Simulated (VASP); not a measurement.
# BiTe in VASP: further runs

BiTe is run at these levels: PBE; tasks: single point.

Program: VASP 6.6.1. These are calculated values, not measurements. Logs are shortened: lines on timing, memory, paths and dates and some standing lists are left out, and cuts for length are marked.

## 1. The cell of the first run

The cell holds a wire or tube with vacuum around it, 2 atoms: a = 9.000 Å, b = 9.300 Å, c = 5.732 Å, α = 90.00°, β = 90.00°, γ = 90.00°.

## 2. Single point, PBE, collinear spin

The input, INCAR:

```
PREC     = Accurate       # precision mode
ENCUT    = 520            # plane-wave cutoff, eV
EDIFF    = 1E-6           # SCF threshold, eV
ISMEAR   = 0              # smearing method
SIGMA    = 0.05           # smearing width, eV
LREAL    = F              # projectors in reciprocal space
LASPH    = T              # aspherical terms in the spheres
NELM     = 150            # most SCF steps
ALGO     = Normal         # electronic algorithm
ISIF     = 2              # what is computed and relaxed
LWAVE    = F              # write WAVECAR
LCHARG   = F              # write CHGCAR
ISPIN    = 2              # spin polarisation
MAGMOM   = 0.5 0.5        # initial moments
LORBIT   = 11             # projections on sites
GGA      = PE             # functional
NBANDS   = 22             # bands
```

The input, KPOINTS:

```
regular mesh
0
Gamma
  1 1 11
```

The input, POSCAR:

```
BiTe
1.0
    9.0000000000      0.0000000000      0.0000000000
    0.0000000000      9.3000000000      0.0000000000
    0.0000000000      0.0000000000      5.7318190063
Bi Te
1 1
Direct
    0.5000000000      0.5000000000      0.0000000000
    0.5000000000      0.5000000000      0.5000000000
```

Potentials or basis: VASP PAW PBE potentials, release 64 (Bi_d, Te).

Run with:

```
cat potpaw_PBE.64/Bi_d/POTCAR potpaw_PBE.64/Te/POTCAR > POTCAR
mpirun -np 1 vasp_std > vasp.out
```

OUTCAR:

```text
PREC = Accurate
   ENCUT = 520
   EDIFF = 1E-6
   ISMEAR = 0
   LREAL = F
   LASPH = T
   NELM = 150
   ISIF = 2
   ISPIN = 2
   LORBIT = 11
   GGA = PE

 ion  position               nearest neighbor table
   1  0.500  0.500  0.000-   2 2.87   2 2.87
   2  0.500  0.500  0.500-   1 2.87   1 2.87

  LATTYP: Found a simple orthorhombic cell.
 ALAT       =     5.7318190063
 B/A-ratio  =     1.5701821691
 C/A-ratio  =     1.6225215747

  Lattice vectors:

 A1 = (   0.0000000000,   0.0000000000,   5.7318190063)
 A2 = (   9.0000000000,   0.0000000000,   0.0000000000)
 A3 = (   0.0000000000,   9.3000000000,   0.0000000000)

Analysis of symmetry for initial positions (statically):
=====================================================================
 Subroutine PRICEL returns:
 Original cell was already a primitive cell.

 Routine SETGRP: Setting up the symmetry group for a
 simple orthorhombic supercell.

 Subroutine GETGRP returns: Found  8 space group operations
 (whereof  8 operations were pure point group operations)
 out of a pool of  8 trial point group operations.

The static configuration has the point symmetry D_2h.

Analysis of symmetry for dynamics (positions and initial velocities):
=====================================================================
 Subroutine PRICEL returns:
 Original cell was already a primitive cell.

 Routine SETGRP: Setting up the symmetry group for a
 simple orthorhombic supercell.

 Subroutine GETGRP returns: Found  8 space group operations
 (whereof  8 operations were pure point group operations)
 out of a pool of  8 trial point group operations.

The dynamic configuration has the point symmetry D_2h.

Analysis of structural, dynamic, and magnetic symmetry:
=====================================================================
 Subroutine PRICEL returns:
 Original cell was already a primitive cell.

 Routine SETGRP: Setting up the symmetry group for a
 simple orthorhombic supercell.

 Subroutine GETGRP returns: Found  8 space group operations
 (whereof  8 operations were pure point group operations)
 out of a pool of  8 trial point group operations.

The overall configuration has the point symmetry D_2h.

 Subroutine INISYM returns: Found  8 space group operations
 (whereof  8 operations are pure point group operations),
 and found     1 'primitive' translations

[... 96 lines left out ...]
  volume/ion in A,a.u.               =     239.88      1618.77
  Fermi-wavevector in a.u.,A,eV,Ry     =   0.576955  1.090287  4.529068  0.332877
  Thomas-Fermi vector in A             =   1.619664
   LORBIT       =     11    0 simple, 1 ext, 2 COOP (PROOUT), +10 PAW based schemes
   GGA     = PE    functional components
   LHFCALC =     F    Hartree Fock is set to
   AEXX    =    0.0000 exact exchange contribution
   IVDW    =     0    specifies the selected vdW correction
   LEPSILON=     F    determine dielectric tensor
   LRPA    =     F    only Hartree local field effects (RPA)
 spin polarized calculation
 Gauss-broadening in eV      SIGMA  =   0.05
  energy-cutoff  :      520.00
  volume of cell :      479.75
 maximum number of plane-waves:     12941
 NGX is ok and might be reduce to    70
   NGX = 33   NGY = 35   NGZ = 21

 number of electron      21.0000003 magnetization       0.4542048

 Free energy of the ion-electron system (eV)
  ---------------------------------------------------
  ext. energy  EPLUGINS =         0.00000000
  ---------------------------------------------------
  free energy    TOTEN  =        -5.40711362 eV

  energy without entropy =       -5.40446421  energy(sigma->0) =       -5.40578892

 E-fermi :  -3.2253     XC(G=0):  -2.4844

 val. band max:       -3.3428769807   @ k =   0.0000   0.0000   0.4545
 cond. band min:      -3.2251074313   @ k =   0.0000   0.0000   0.4545
 fundamental gap:      0.1177695493
 Fermi energy:        -3.2252987055

 spin component 1

 k-point     1 :       0.0000    0.0000    0.0000
  band No.  band energies     occupation
      1     -26.0449      1.00000
      2     -26.0286      1.00000
      3     -26.0285      1.00000
      4     -25.9883      1.00000
      5     -25.9882      1.00000
      6     -15.0743      1.00000
[... 139 lines left out ...]
     21       3.4608      0.00000
     22       3.7128      0.00000
 Fermi energy:        -3.2252987055

 spin component 2

 k-point     1 :       0.0000    0.0000    0.0000
  band No.  band energies     occupation
      1     -26.0143      1.00000
      2     -25.9734      1.00000
      3     -25.9733      1.00000
      4     -25.9526      1.00000
      5     -25.9524      1.00000
      6     -14.9410      1.00000
[... 139 lines left out ...]
     21       3.5544      0.00000
     22       3.8998      0.00000

------------------------ aborting loop because EDIFF is reached ----------------------------------------

  FORCE on cell =-STRESS in cart. coord.  units (eV):
  Direction    XX          YY          ZZ          XY          YZ          ZX
  --------------------------------------------------------------------------------------
  -------------------------------------------------------------------------------------
  Total        0.0569513      0.0365746     -0.0227537      0.0000000      0.0000000      0.0000000
  in kB        0.1901939      0.1221440     -0.0759881      0.0000000      0.0000000      0.0000000
  external PRESSURE =       0.0787833 kB  Pullay stress =       0.0000000 kB

 VOLUME and BASIS-vectors are now :
 -----------------------------------------------------------------------------
  energy-cutoff  :      520.00
  volume of cell :      479.75
      direct lattice vectors                 reciprocal lattice vectors
     9.000000000  0.000000000  0.000000000     0.111111111  0.000000000  0.000000000
     0.000000000  9.300000000  0.000000000     0.000000000  0.107526882  0.000000000
     0.000000000  0.000000000  5.731819006     0.000000000  0.000000000  0.174464685

 POSITION                                       TOTAL-FORCE (eV/Angst)
 -----------------------------------------------------------------------------------
      4.50000      4.65000      0.00000         0.000000      0.000000      0.000000
      4.50000      4.65000      2.86591         0.000000      0.000000      0.000000
 -----------------------------------------------------------------------------------
    total drift:                                0.000000      0.000000      0.000000

  FREE ENERGIE OF THE ION-ELECTRON SYSTEM (eV)
  ---------------------------------------------------
  free  energy   TOTEN  =        -5.4071136220 eV

  energy  without entropy=       -5.4044642097  energy(sigma->0) =       -5.40578892

 total charge

# of ion       s       p       d       tot
------------------------------------------
    1        1.559   1.237   9.917  12.713
    2        1.398   1.914   0.023   3.335
--------------------------------------------------
tot          2.957   3.151   9.939  16.048

 magnetization (x)

# of ion       s       p       d       tot
------------------------------------------
    1        0.007   0.161   0.004   0.172
    2        0.002   0.043   0.003   0.048
--------------------------------------------------
tot          0.010   0.204   0.007   0.220
```

stdout:

```text
POSCAR found type information on POSCAR BiTe
 POSCAR found :  2 types and       2 ions
 scaLAPACK will be used
 LDA part: xc-table for (Slater+PW92), standard interpolation
 POSCAR, INCAR and KPOINTS ok, starting setup
 FFT: planning ... GRIDC
 FFT: planning ... GRID_SOFT
 FFT: planning ... GRID
 WAVECAR not read
 entering main loop
```

Run time: 2.1 min. Hardware: 1 thread of Intel Xeon 6975P-C (Granite Rapids), shared host; peak memory 0.73 GiB.

What came out:

```
Free energy                                           : -5.4071 eV
Net moment                                            : 0.45 μB per cell
Site moments                                          : Bi +0.17; Te +0.05 μB
Valence electrons inside the program's atomic spheres : Bi 12.71; Te 3.33
```

Levels at points of the mesh, in eV from the Fermi level:
Spin up:
| k point | band 7 | band 8 | band 9 | band 10 | band 11 | band 12 | band 13 | band 14 |
| --- | --- | --- | --- | --- | --- | --- | --- | --- |
| (0.00, 0.00, 0.00) | -8.39 | -4.34 | -2.01 | -2.01 | 1.08 | 1.08 | 3.42 | 4.68 |
Spin down:
| k point | band 8 | band 9 | band 10 | band 11 | band 12 | band 13 |
| --- | --- | --- | --- | --- | --- | --- |
| (0.00, 0.00, 0.00) | -4.22 | -1.89 | -1.89 | 1.29 | 1.29 | 3.48 |

Caveat: a moment this small can come from the mesh or the smearing; spin-orbit coupling is left out, which moves the levels of the heavy elements.

## 3. Single point, PBE, collinear spin

This run uses another cell than the first one.

The input, INCAR:

```
ALGO = Normal ; EDIFF = 1E-6
ENCUT = 520 ; GGA = PE
ISIF = 2 ; ISMEAR = 0
ISPIN = 2 ; LASPH = T
LCHARG = F ; LORBIT = 11
LREAL = F ; LWAVE = F
MAGMOM = 0.5 0.5 ; NBANDS = 22
NELM = 150 ; PREC = Accurate
SIGMA = 0.05
```

The input, KPOINTS:

```
k-points
0
Gamma
  1 1 11
```

Changes to POSCAR since step 2:

```diff
@@ -4,3 +4,3 @@
     0.0000000000      9.3000000000      0.0000000000
-    0.0000000000      0.0000000000      5.7318190063
+    0.0000000000      0.0000000000      5.8521494896
 Bi Te
```

Potentials or basis: VASP PAW PBE potentials, release 64 (Bi_d, Te).

Run with:

```
cat potpaw_PBE.64/Bi_d/POTCAR potpaw_PBE.64/Te/POTCAR > POTCAR
mpirun -np 1 vasp_std > vasp.out
```

OUTCAR:

```text
EDIFF = 1E-6
   ENCUT = 520
   GGA = PE
   ISIF = 2
   ISMEAR = 0
   ISPIN = 2
   LASPH = T
   LORBIT = 11
   LREAL = F
   NELM = 150
   PREC = Accurate

 ion  position               nearest neighbor table
   1  0.500  0.500  0.000-   2 2.93   2 2.93
   2  0.500  0.500  0.500-   1 2.93   1 2.93

  LATTYP: Found a simple orthorhombic cell.
 ALAT       =     5.8521494896
 B/A-ratio  =     1.5378964628
 C/A-ratio  =     1.5891596783

  Lattice vectors:

 A1 = (   0.0000000000,   0.0000000000,   5.8521494896)
 A2 = (   9.0000000000,   0.0000000000,   0.0000000000)
 A3 = (   0.0000000000,   9.3000000000,   0.0000000000)

Analysis of symmetry for initial positions (statically):
=====================================================================
 Subroutine PRICEL returns:
 Original cell was already a primitive cell.

 Routine SETGRP: Setting up the symmetry group for a
[... 327 lines left out ...]
  band No.  band energies     occupation
      1     -26.0731      1.00000
      2     -26.0730      1.00000
      3     -26.0701      1.00000
      4     -26.0317      1.00000
      5     -26.0312      1.00000
      6     -14.8146      1.00000
[... 139 lines left out ...]
     21       3.4819      0.00000
     22       3.7348      0.00000

------------------------ aborting loop because EDIFF is reached ----------------------------------------

  FORCE on cell =-STRESS in cart. coord.  units (eV):
  Direction    XX          YY          ZZ          XY          YZ          ZX
  --------------------------------------------------------------------------------------
  -------------------------------------------------------------------------------------
  Total        0.0589411      0.0389041     -1.8279865      0.0000000      0.0000000      0.0000000
  in kB        0.1927915      0.1272521     -5.9791948      0.0000000      0.0000000      0.0000000
  external PRESSURE =      -1.8863837 kB  Pullay stress =       0.0000000 kB

 VOLUME and BASIS-vectors are now :
 -----------------------------------------------------------------------------
  energy-cutoff  :      520.00
  volume of cell :      489.82
      direct lattice vectors                 reciprocal lattice vectors
     9.000000000  0.000000000  0.000000000     0.111111111  0.000000000  0.000000000
     0.000000000  9.300000000  0.000000000     0.000000000  0.107526882  0.000000000
     0.000000000  0.000000000  5.852149490     0.000000000  0.000000000  0.170877385

 POSITION                                       TOTAL-FORCE (eV/Angst)
 -----------------------------------------------------------------------------------
      4.50000      4.65000      0.00000         0.000000      0.000000      0.000000
      4.50000      4.65000      2.92607         0.000000      0.000000      0.000000
 -----------------------------------------------------------------------------------
    total drift:                                0.000000      0.000000      0.000000

  FREE ENERGIE OF THE ION-ELECTRON SYSTEM (eV)
  ---------------------------------------------------
  free  energy   TOTEN  =        -5.3870598947 eV

  energy  without entropy=       -5.3828693535  energy(sigma->0) =       -5.38496462

 total charge

# of ion       s       p       d       tot
------------------------------------------
    1        1.565   1.204   9.914  12.683
    2        1.397   1.906   0.019   3.322
--------------------------------------------------
tot          2.962   3.110   9.933  16.004

 magnetization (x)

# of ion       s       p       d       tot
------------------------------------------
    1       -0.000   0.126   0.000   0.126
    2       -0.000  -0.007   0.001  -0.006
--------------------------------------------------
tot         -0.000   0.119   0.002   0.121
```

OSZICAR:

```text
N       E                     dE             d eps       ncg     rms          rms(c)
DAV:   1     0.122294537850E+03    0.12229E+03   -0.78345E+03   624   0.636E+02
DAV:   2     0.497263456277E+01   -0.11732E+03   -0.11484E+03   710   0.170E+02
[... 13 lines left out ...]
DAV:  16    -0.538699363534E+01   -0.87057E-04   -0.24939E-05   528   0.239E-02    0.512E-03
DAV:  17    -0.538701988558E+01   -0.26250E-04   -0.71033E-06   464   0.139E-02    0.239E-03
DAV:  18    -0.538704057169E+01   -0.20686E-04   -0.29879E-06   464   0.869E-03    0.136E-03
DAV:  19    -0.538705493256E+01   -0.14361E-04   -0.13601E-06   488   0.474E-03    0.980E-04
DAV:  20    -0.538705891756E+01   -0.39850E-05   -0.32128E-07   450   0.268E-03    0.738E-04
DAV:  21    -0.538705989469E+01   -0.97713E-06   -0.29470E-08   498   0.829E-04
   1 F= -.53870599E+01 E0= -.53849646E+01  d E =-.419054E-02  mag=     0.2752
```

Run time: 2.2 min. Hardware: 1 thread of Intel Xeon 6975P-C (Granite Rapids), shared host; peak memory 0.73 GiB.

What came out:

| Property | Result |
| --- | --- |
| Free energy | -5.3871 eV |
| Net moment | 0.28 μB per cell |
| Site moments | Bi +0.13; Te -0.01 μB |
| Valence electrons inside the program's atomic spheres | Bi 12.68; Te 3.32 |

Caveat: a moment this small can come from the mesh or the smearing; spin-orbit coupling is left out, which moves the levels of the heavy elements.
